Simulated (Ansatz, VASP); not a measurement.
**Ni in VASP and in Ansatz**

POSCAR

```
Ni
1.0
    0.0000000000      2.4534603088      2.4534603088
    2.4534603088      0.0000000000      2.4534603088
    2.4534603088      2.4534603088      0.0000000000
Ni
2
Direct
    0.1250000000      0.1250000000      0.1250000000
    0.8750000000      0.8750000000      0.8750000000
```

INCAR.step1

```
SYSTEM = Ni
ALGO = Normal
EDIFF = 1E-4
ENCUT = 600
GGA = PE
ISMEAR = -1
LASPH = .TRUE.
LCHARG = .FALSE.
LREAL = .FALSE.
LWAVE = .TRUE.
NELM = 80
PREC = Accurate
SIGMA = 0.1
```

The input INCAR.step2:

```
SYSTEM = Ni
ALGO = Normal
EDIFF = 1E-6
EDIFFG = -0.01
ENCUT = 600
IBRION = 2
ISIF = 3
ISMEAR = -1
ISTART = 1
LASPH = .TRUE.
LCHARG = .FALSE.
LMIXTAU = .TRUE.
LREAL = .FALSE.
LWAVE = .FALSE.
METAGGA = R2SCAN
NELM = 80
NSW = 80
PREC = Accurate
SIGMA = 0.1
```

Contents of KPOINTS:

```
k-points
0
G
  11 11 11
  0 0 0
```

Input for Ansatz:

```yaml
crystal:
  lattice:
    - [0.0, 2.4534603088, 2.4534603088]
    - [2.4534603088, 0.0, 2.4534603088]
    - [2.4534603088, 2.4534603088, 0.0]
  atoms:
    - { symbol: Ni, position: [0.125, 0.125, 0.125] }
    - { symbol: Ni, position: [0.875, 0.875, 0.875] }
hamiltonian:
  xc: r2scan
  pseudopotentials:
    kind: paw
    azcp:
      Ni: "pseudopotentials/Ni.paw.azcp"
basis:
  ecutwfc: 500
  fft_grid_basis: typed
kpoints:
  mp_grid: { grid: [11, 11, 11], shift: [0, 0, 0] }
magnetization:
  spin_polarized: false
scf:
  occupations: { method: fermi_dirac, width: 0.1 }
relax:
  max_steps: 60
  f_tol: 0.01
  cell: {}
```

Alike in both runs: task relaxation of cell and atoms; functional r2SCAN; k mesh 11 × 11 × 11; occupations fermi-dirac, width 0.1 eV; no spin polarisation.

|  | VASP | Ansatz |
| --- | --- | --- |
| version | VASP 6.6.1 | Ansatz 0.2.0 |
| potentials or method | VASP PAW PBE potentials, release 64 (Ni), cutoff 600 eV | plane waves (500 eV) with PAW, scalar-relativistic |
| valence electrons in the cell | 20 | 36 |

|  | VASP | Ansatz | Ansatz less VASP |
| --- | --- | --- | --- |
| relaxed volume (Å³/atom) | 15.75 | 15.76 | +0.009 |
| relaxed cell length with the largest relative difference (Å) | 3.545 | 3.546 | +0.0007 |

VASP's potentials were made for PBE, not for r2SCAN. VASP's potentials hold 20 valence electrons a cell and Ansatz's 36, so a difference there can come from the potentials and not from the codes.
